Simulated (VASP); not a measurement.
# I (Pm-3m) in VASP: a series of runs

I is run at these levels: PBE; tasks: single point.

All numbers are computed with VASP 6.6.1; they aren't measurements. Logs are shortened: lines on timing, memory, paths and dates and some standing lists are left out, and cuts for length are marked.

## Step 1: The cell of the first run

Symmetry: Pm-3m, No. 221, cubic system. The conventional cell has a = 2.914 Å, b = 2.914 Å, c = 2.914 Å, α = 90.00°, β = 90.00°, γ = 90.00°. I (site symmetry m-3m) has 6 I at 2.91 Å within 3.8 Å.

## Step 2: Single point, PBE

Contents of INCAR:

```
SYSTEM = I
PREC = Accurate
ENCUT = 520
EDIFF = 1E-6
ISMEAR = -1
SIGMA = 0.05
LREAL = .False.
LASPH = .True.
NELM = 80
ALGO = Normal
ISIF = 2
LWAVE = .False.
LCHARG = .False.
GGA = PE
NBANDS = 10
```

Contents of KPOINTS:

```
regular mesh
0
Gamma
  12 12 12
  0 0 0
```

Contents of POSCAR:

```
I
1.0
    2.9143939362      0.0000000000      0.0000000000
    0.0000000000      2.9143939362      0.0000000000
    0.0000000000      0.0000000000      2.9143939362
I
1
Direct
    0.0000000000      0.0000000000      0.0000000000
```

Potentials or basis: VASP PAW PBE potentials, release 64 (I).

Command:

```
$ cat potpaw_PBE.64/I/POTCAR > POTCAR
$ mpirun -np 1 vasp_std > vasp.out
```

OUTCAR:

```text
SYSTEM = I
   PREC = Accurate
   ENCUT = 520
   EDIFF = 1E-6
   ISMEAR = -1
   LREAL = .False.
   LASPH = .True.
   NELM = 80
   ISIF = 2
   GGA = PE

 ion  position               nearest neighbor table
   1  0.000  0.000  0.000-

  LATTYP: Found a simple cubic cell.
 ALAT       =     2.9143939362

  Lattice vectors:

 A1 = (   2.9143939362,   0.0000000000,   0.0000000000)
 A2 = (   0.0000000000,   2.9143939362,   0.0000000000)
 A3 = (   0.0000000000,   0.0000000000,   2.9143939362)

Analysis of symmetry for initial positions (statically):
=====================================================================
 Subroutine PRICEL returns:
 Original cell was already a primitive cell.

 Routine SETGRP: Setting up the symmetry group for a
 simple cubic supercell.

 Subroutine GETGRP returns: Found 48 space group operations
 (whereof 48 operations were pure point group operations)
 out of a pool of 48 trial point group operations.

The static configuration has the point symmetry O_h .

Analysis of symmetry for dynamics (positions and initial velocities):
=====================================================================
 Subroutine PRICEL returns:
 Original cell was already a primitive cell.

 Routine SETGRP: Setting up the symmetry group for a
 simple cubic supercell.

 Subroutine GETGRP returns: Found 48 space group operations
 (whereof 48 operations were pure point group operations)
 out of a pool of 48 trial point group operations.

The dynamic configuration has the point symmetry O_h .

 Subroutine INISYM returns: Found 48 space group operations
 (whereof 48 operations are pure point group operations),
 and found     1 'primitive' translations

----------------------------------------------------------------------------------------

                                     Primitive cell

  volume of cell :      24.7540

  direct lattice vectors                    reciprocal lattice vectors
     2.914393936  0.000000000  0.000000000     0.343124513  0.000000000  0.000000000
     0.000000000  2.914393936  0.000000000     0.000000000  0.343124513  0.000000000
     0.000000000  0.000000000  2.914393936     0.000000000  0.000000000  0.343124513

  length of vectors
     2.914393936  2.914393936  2.914393936     0.343124513  0.343124513  0.343124513

  position of ions in fractional coordinates (direct lattice)
     0.000000000  0.000000000  0.000000000

  ion indices of the primitive-cell ions
   primitive index   ion index
                 1           1

----------------------------------------------------------------------------------------

 KPOINTS: regular mesh

Automatic generation of k-mesh.
 Grid dimensions read from file:
 generate k-points for:   12   12   12

 Generating k-lattice:

  Cartesian coordinates                     Fractional coordinates (reciprocal lattice)
     0.028593709  0.000000000  0.000000000     0.083333333  0.000000000  0.000000000
     0.000000000  0.028593709  0.000000000     0.000000000  0.083333333  0.000000000
     0.000000000  0.000000000  0.028593709     0.000000000  0.000000000  0.083333333

  Length of vectors
     0.028593709  0.028593709  0.028593709

  Shift w.r.t. Gamma in fractional coordinates (k-lattice)
     0.000000000  0.000000000  0.000000000

 Subroutine IBZKPT returns following result:
 ===========================================

 Found     84 irreducible k-points:

 Following reciprocal coordinates:
            Coordinates               Weight
  0.000000  0.000000  0.000000      1.000000
  0.083333  0.000000  0.000000      6.000000
  0.166667  0.000000  0.000000      6.000000
  0.250000  0.000000  0.000000      6.000000
  0.333333  0.000000  0.000000      6.000000
  0.416667  0.000000  0.000000      6.000000
[... 16 lines left out ...]
  0.333333  0.333333  0.000000     12.000000
  0.416667  0.333333  0.000000     24.000000
 [... further k-points ...]
   k-points           NKPTS =     84   k-points in BZ     NKDIM =     84   number of bands    NBANDS=     10
   number of dos      NEDOS =    301   number of ions     NIONS =      1
   total plane-waves  NPLWV =  13824
   dimension x,y,z NGX =    24 NGY =   24 NGZ =   24
   dimension x,y,z NGXF=    48 NGYF=   48 NGZF=   48
   ions per type =               1
   NGX,Y,Z   is equivalent  to a cutoff of  13.69, 13.69, 13.69 a.u.
   NGXF,Y,Z  is equivalent  to a cutoff of  27.38, 27.38, 27.38 a.u.
 SYSTEM =  I
   PREC   = accura    normal or accurate (medium, high low for compatibility)
   ISTART =      0    job   : 0-new  1-cont  2-samecut
   ICHARG =      2    charge: 1-file 2-atom 10-const
   ISPIN  =      1    spin polarized calculation?
   LNONCOLLINEAR =      F non collinear calculations
   LSORBIT =      F    spin-orbit coupling
   LASPH  =      T    aspherical Exc in radial PAW
   ENCUT  =  520.0 eV  38.22 Ry    6.18 a.u.   5.42  5.42  5.42*2*pi/ulx,y,z
   NELM   =     80;   NELMIN=  2; NELMDL= -5     # of ELM steps
   EDIFF  = 0.1E-05   stopping-criterion for ELM
   LREAL  =      F    real-space projection
   EDIFFG = 0.1E-04   stopping-criterion for IOM
   NSW    =      0    number of steps for IOM
   IBRION =     -1    ionic relax: 0-MD 1-quasi-New 2-CG
   NFREE  =      0    steps in history (QN), initial steepest desc. (CG)
   ISIF   =      2    stress and relaxation
   ISYM   =      2    0-nonsym 1-usesym 2-fastsym
   POTIM  = 0.5000    time-step for ionic-motion
   TEBEG  =    0.0;   TEEND  =   0.0 temperature during run
   PSTRESS=    0.0 pullay stress
   NELECT =       7.0000    total number of electrons
   NUPDOWN=      -1.0000    fix difference up-down
   EMIN   =  10.00;   EMAX   =-10.00  energy-range for DOS
   EFERMI =   0.00;   METHOD = LEGACY
   ISMEAR =    -1;   SIGMA  =   0.05  broadening in eV -4-tet -1-fermi 0-gaus
   EFERMI_NEDOS =   21; number of points for ismear=-14 and -15
   IALGO  =     38    algorithm
   IMIX   =      4    mixing-type and parameters
     AMIX     =   0.40;   BMIX     =  1.00
     AMIX_MAG =   1.60;   BMIX_MAG =  1.00
  volume/ion in A,a.u.               =      24.75       167.05
  Fermi-wavevector in a.u.,A,eV,Ry     =   1.074548  2.030602 15.710021  1.154654
  Thomas-Fermi vector in A             =   2.210380
   LORBIT       =      0    0 simple, 1 ext, 2 COOP (PROOUT), +10 PAW based schemes
   GGA     = PE    functional components
   LHFCALC =     F    Hartree Fock is set to
   AEXX    =    0.0000 exact exchange contribution
   IVDW    =     0    specifies the selected vdW correction
   LEPSILON=     F    determine dielectric tensor
   LRPA    =     F    only Hartree local field effects (RPA)
 non-spin polarized calculation
  energy-cutoff  :      520.00
  volume of cell :       24.75
 maximum number of plane-waves:       691
 NGX is ok and might be reduce to    24
   NGX = 11   NGY = 11   NGZ = 11

 number of electron       7.0000001 magnetization

 Free energy of the ion-electron system (eV)
  ---------------------------------------------------
  ext. energy  EPLUGINS =         0.00000000
  ---------------------------------------------------
  free energy    TOTEN  =         0.20663445 eV

  energy without entropy =        0.21352518  energy(sigma->0) =        0.21007981

 E-fermi :  11.0908     XC(G=0): -10.5404

 val. band max:       11.0311640918   @ k =   0.2500   0.2500   0.0833
 cond. band min:      11.1050585014   @ k =   0.4167   0.0833   0.0833
 fundamental gap:      0.0738944096
 Fermi energy:        11.0907841495

 k-point     1 :       0.0000    0.0000    0.0000
  band No.  band energies     occupation
      1      -7.0410      2.00000
      2      10.5426      1.99997
      3      10.5426      1.99997
      4      10.5426      1.99997
      5      15.7667      0.00000
      6      15.7667      0.00000
      7      17.4167      0.00000
      8      29.5064      0.00000
      9      29.5129      0.00000
     10      29.5371      0.00000

 k-point     2 :       0.0833    0.0000    0.0000
  band No.  band energies     occupation
      1      -6.9365      2.00000
      2       9.3946      2.00000
      3      10.6385      1.99976
      4      10.6385      1.99976
      5      15.8556      0.00000
      6      16.5116      0.00000
      7      18.1076      0.00000
      8      27.8160      0.00000
      9      27.8160      0.00000
     10      28.4765      0.00000

 k-point     3 :       0.1667    0.0000    0.0000
  band No.  band energies     occupation
      1      -6.6297      2.00000
      2       7.2922      2.00000
      3      10.9139      1.94351
      4      10.9139      1.94351
      5      16.1188      0.00000
      6      17.1341      0.00000
      7      20.4296      0.00000
      8      25.8632      0.00000
      9      25.8632      0.00000
     10      26.6575      0.00000

 k-point     4 :       0.2500    0.0000    0.0000
  band No.  band energies     occupation
      1      -6.1460      2.00000
      2       5.1913      2.00000
      3      11.3285      0.01708
      4      11.3285      0.01708
      5      16.5422      0.00000
      6      17.7071      0.00000
      7      23.1208      0.00000
      8      24.1017      0.00000
      9      24.1017      0.00000
     10      24.8707      0.00000

 k-point     5 :       0.3333    0.0000    0.0000
  band No.  band energies     occupation
      1      -5.5488      2.00000
      2       3.3755      2.00000
      3      11.8023      0.00000
      4      11.8023      0.00000
      5      17.0866      0.00000
      6      18.4450      0.00000
      7      22.6515      0.00000
      8      22.6515      0.00000
      9      23.3161      0.00000
     10      23.3880      0.00000

 k-point     6 :       0.4167    0.0000    0.0000
  band No.  band energies     occupation
      1      -4.9872      2.00000
      2       2.0642      2.00000
      3      12.2020      0.00000
      4      12.2020      0.00000
      5      17.6383      0.00000
      6      19.3792      0.00000
      7      21.6611      0.00000
      8      21.6611      0.00000
      9      21.9654      0.00000
     10      22.1490      0.00000
[... 183 lines left out ...]
 k-point    21 :       0.4167    0.2500    0.0000
  band No.  band energies     occupation
      1      -4.0730      2.00000
      2       2.8783      2.00000
      3       7.0323      2.00000
      4      12.9899      0.00000
      5      14.7104      0.00000
      6      19.4742      0.00000
      7      22.4285      0.00000
      8      22.5502      0.00000
      9      25.7918      0.00000
     10      25.8794      0.00000

 k-point    22 :       0.5000    0.2500    0.0000
  band No.  band energies     occupation
      1      -3.8180      2.00000
      2       2.3718      2.00000
      3       7.2300      2.00000
      4      13.1509      0.00000
      5      14.2981      0.00000
      6      19.9371      0.00000
      7      21.9081      0.00000
      8      22.0763      0.00000
      9      26.0986      0.00000
     10      26.1151      0.00000

 k-point    23 :       0.3333    0.3333    0.0000
  band No.  band energies     occupation
      1      -4.0334      2.00000
      2       4.5655      2.00000
      3       4.8925      2.00000
      4      13.0634      0.00000
      5      14.2108      0.00000
      6      19.3972      0.00000
      7      23.7438      0.00000
      8      24.1576      0.00000
      9      24.2110      0.00000
     10      24.8789      0.00000

 k-point    24 :       0.4167    0.3333    0.0000
  band No.  band energies     occupation
      1      -3.4545      2.00000
      2       3.3900      2.00000
      3       5.2024      2.00000
      4      13.0882      0.00000
      5      13.4604      0.00000
      6      20.1563      0.00000
      7      22.9656      0.00000
      8      23.1479      0.00000
      9      24.5036      0.00000
     10      25.2426      0.00000

 [... further k-points ...]

------------------------ aborting loop because EDIFF is reached ----------------------------------------

  FORCE on cell =-STRESS in cart. coord.  units (eV):
  Direction    XX          YY          ZZ          XY          YZ          ZX
  --------------------------------------------------------------------------------------
  -------------------------------------------------------------------------------------
  Total        6.9454735      6.9454735      6.9454735      0.0000000      0.0000000     -0.0000000
  in kB      449.5393144    449.5393144    449.5393144      0.0000000      0.0000000     -0.0000000
  external PRESSURE =     449.5393144 kB  Pullay stress =       0.0000000 kB

 VOLUME and BASIS-vectors are now :
 -----------------------------------------------------------------------------
  energy-cutoff  :      520.00
  volume of cell :       24.75
      direct lattice vectors                 reciprocal lattice vectors
     2.914393936  0.000000000  0.000000000     0.343124513  0.000000000  0.000000000
     0.000000000  2.914393936  0.000000000     0.000000000  0.343124513  0.000000000
     0.000000000  0.000000000  2.914393936     0.000000000  0.000000000  0.343124513

 POSITION                                       TOTAL-FORCE (eV/Angst)
 -----------------------------------------------------------------------------------
      0.00000      0.00000      0.00000         0.000000      0.000000      0.000000
 -----------------------------------------------------------------------------------
    total drift:                               -0.000000      0.000000      0.000000

  FREE ENERGIE OF THE ION-ELECTRON SYSTEM (eV)
  ---------------------------------------------------
  free  energy   TOTEN  =         0.2066344480 eV

  energy  without entropy=        0.2135251781  energy(sigma->0) =        0.21007981
```

Wall time 16 s (1 thread of Intel Xeon 8259CL, shared host); peak memory 0.15 GiB.

Results:

* Free energy: 0.2066 eV
* Pressure: 45.0 GPa
* Band gap on the k mesh: zero (an odd number of electrons rules out a gap without spin polarisation)

Levels at points of the mesh, in eV from the Fermi level:
```
           k point  band 2  band 3  band 4  band 5  band 6  band 7
(0.00, 0.00, 0.00)   -0.55   -0.55   -0.55    4.68    4.68    6.33
(0.50, 0.00, 0.00)   -9.53    1.27    1.27    6.82    9.21    9.75
(0.50, 0.50, 0.00)   -7.58   -7.58    0.05    3.08   11.05   12.15
(0.50, 0.50, 0.50)   -5.77   -5.77   -5.77    2.78    2.78    2.78
```

Caveat: the cell stands under pressure; spin-orbit coupling is left out, which moves the levels of the heavy elements; an odd number of electrons without spin polarisation forces a metal; a magnetic or distorted state may lie lower.

## Step 3: Single point, PBE

This run uses another cell than the first one, of 27.07 Å³/atom.

Contents of INCAR:

```
PREC     = Accurate       # precision mode
ENCUT    = 520            # plane-wave cutoff, eV
EDIFF    = 1E-6           # SCF threshold, eV
ISMEAR   = -1             # smearing method
SIGMA    = 0.05           # smearing width, eV
LREAL    = False          # projectors in reciprocal space
LASPH    = True           # aspherical terms in the spheres
NELM     = 100            # most SCF steps
ALGO     = Normal         # electronic algorithm
ISIF     = 2              # what is computed and relaxed
LWAVE    = False          # write WAVECAR
LCHARG   = False          # write CHGCAR
GGA      = PE             # functional
NBANDS   = 10             # bands
```

Contents of KPOINTS:

```
Automatic mesh
0
Gamma
  12 12 12
```

Contents of POSCAR:

```
I
1.0
    3.0024571984      0.0000000000      0.0000000000
    0.0000000000      3.0024571984      0.0000000000
    0.0000000000      0.0000000000      3.0024571984
I
1
Direct
    0.0000000000      0.0000000000      0.0000000000
```

Potentials or basis: VASP PAW PBE potentials, release 64 (I).

Command:

```
$ cat potpaw_PBE.64/I/POTCAR > POTCAR
$ mpirun -np 1 vasp_std > vasp.out
```

It took 16 s on 1 thread of Intel Xeon 8259CL, shared host; peak memory 0.15 GiB.

The run converged. Its results:

| Quantity | Value |
| --- | --- |
| Free energy | -0.3275 eV |
| Pressure | 30.0 GPa |
| Band gap on the k mesh | zero (an odd number of electrons rules out a gap without spin polarisation) |

Levels at points of the mesh, in eV from the Fermi level:
| k point | band 1 | band 2 | band 3 | band 4 | band 5 | band 6 | band 7 | band 8 | band 9 |
| --- | --- | --- | --- | --- | --- | --- | --- | --- | --- |
| (0.00, 0.00, 0.00) | -17.08 | -0.44 | -0.44 | -0.44 | 5.06 | 5.06 | 6.13 | 18.17 | 18.17 |
| (0.50, 0.00, 0.00) | -15.11 | -8.48 | 1.10 | 1.10 | 7.01 | 9.30 | 9.38 | 10.29 | 10.29 |
| (0.50, 0.50, 0.00) | -13.07 | -6.75 | -6.75 | 0.85 | 2.59 | 10.63 | 12.27 | 12.27 | 12.32 |
| (0.50, 0.50, 0.50) | -10.90 | -5.16 | -5.16 | -5.16 | 3.37 | 3.37 | 3.37 | 6.58 | 23.77 |

Caveat: the cell stands under pressure; spin-orbit coupling is left out, which moves the levels of the heavy elements; an odd number of electrons without spin polarisation forces a metal; a magnetic or distorted state may lie lower.
